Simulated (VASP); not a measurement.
A run of VASP 6.6.1:

Contents of INCAR:

```
PREC = Accurate ; ENCUT = 520
EDIFF = 1E-6 ; ISMEAR = 0
SIGMA = 0.1 ; LREAL = F
LASPH = T ; NELM = 150
ALGO = Normal ; ISIF = 2
LWAVE = F ; LCHARG = T
ISPIN = 2 ; MAGMOM = 0.08 1.29 0 0 0 0
LORBIT = 11 ; LMAXMIX = 4
GGA = PE ; LELF = T
LVHAR = T ; NBANDS = 38
```

Contents of KPOINTS:

```
regular mesh
0
Gamma
  4 4 4
```

POSCAR

```
ZrWS4
1.0
    4.2918258402      0.0000000000      0.0000000000
    0.0000000000      4.2918258402      0.0000000000
    0.0000000000      0.0000000000      6.1534353864
Zr W S
1 1 4
Direct
    0.5000000000      0.5000000000      0.5000000000
    0.0000000000      0.0000000000      0.0000000000
    0.5000000000      0.0000000000      0.2370538910
    0.0000000000      0.5000000000      0.7629461090
    0.5000000000      0.0000000000      0.7629461090
    0.0000000000      0.5000000000      0.2370538910
```

Potentials or basis: VASP PAW PBE potentials, release 64 (Zr_sv, W_sv, S).

The run is started by

```bash
$ cat potpaw_PBE.64/Zr_sv/POTCAR potpaw_PBE.64/W_sv/POTCAR potpaw_PBE.64/S/POTCAR > POTCAR
$ mpirun -np 1 vasp_std > vasp.out
```

Hardware: 1 thread of Intel(R) Xeon(R) Platinum 8375C CPU @ 2.90GHz (Ice Lake) (shared host).

Problem. Estimate the wall time of this run.

Solution. Run time: 2.6 min on 1 thread of Intel(R) Xeon(R) Platinum 8375C CPU @ 2.90GHz (Ice Lake), with other jobs on the host, peak memory 0.32 GiB. Counts: scf iterations 17, k points 18.
